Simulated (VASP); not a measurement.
Write the native input for VASP 6.6.1 that does the following.

* Task: single point
* Functional: r2SCAN
* Potentials or basis: VASP PAW PBE potentials, release 64 (Ru_pv, Al)
* Cutoff: 550 eV
* k mesh: 9 × 9 × 9
* Occupations: fermi-dirac, width 0.05 eV
* Spin: no spin polarisation
* Dipole correction: no
* Further INCAR settings: ALGO = Normal; EDIFF = 1e-06; NBANDS = 16

Crystal: AlRu.

```
Ru Al
1.0
     2.93053    0.00000    0.00000
     0.00000    2.93053    0.00000
     0.00000    0.00000    2.93053
Ru Al
1 1
Direct
  0.50000 0.50000 0.50000
  0.00000 0.00000 0.00000
```

One way to write it, as run:

POSCAR

```
AlRu
1.0
    2.9305298028      0.0000000000      0.0000000000
    0.0000000000      2.9305298028      0.0000000000
    0.0000000000      0.0000000000      2.9305298028
Ru Al
1 1
Direct
    0.5000000000      0.5000000000      0.5000000000
    0.0000000000      0.0000000000      0.0000000000
```

INCAR.step1

```
SYSTEM = AlRu
PREC = Accurate
ENCUT = 550
ISMEAR = -1
SIGMA = 0.05
LREAL = .False.
LASPH = .True.
NELM = 120
NBANDS = 16
GGA = PE
ALGO = Normal
EDIFF = 1E-5
LWAVE = .True.
LCHARG = .False.
GGA_COMPAT = .False.
```

INCAR.step2

```
SYSTEM = AlRu
PREC = Accurate
ENCUT = 550
EDIFF = 1E-6
ISMEAR = -1
SIGMA = 0.05
LREAL = .False.
LASPH = .True.
NELM = 120
ALGO = Normal
ISIF = 2
LWAVE = .False.
LCHARG = .False.
METAGGA = R2SCAN
LMIXTAU = .True.
NBANDS = 16
ISTART = 1
GGA_COMPAT = .False.
```

KPOINTS

```
regular mesh
0
Gamma
  9 9 9
  0 0 0
```

Potentials or basis: VASP PAW PBE potentials, release 64 (Ru_pv, Al).

The run is started by

```bash
$ cat potpaw_PBE.64/Ru_pv/POTCAR potpaw_PBE.64/Al/POTCAR > POTCAR
$ cp INCAR.step1 INCAR
$ mpirun -np 1 vasp_std > vasp.out
$ cp INCAR.step2 INCAR
$ mpirun -np 1 vasp_std > vasp.out
```

Results of the run:

The pressure is 13.3 GPa and the band gap on the k mesh is zero (an odd number of electrons rules out a gap without spin polarisation).

Caveat: the cell stands under pressure; the PAW data sets were made with another functional, which shifts forces and pressure a little.

Wall time 74 s on 1 thread of Intel Xeon 8259CL, on a shared host, peak memory 0.15 GiB.
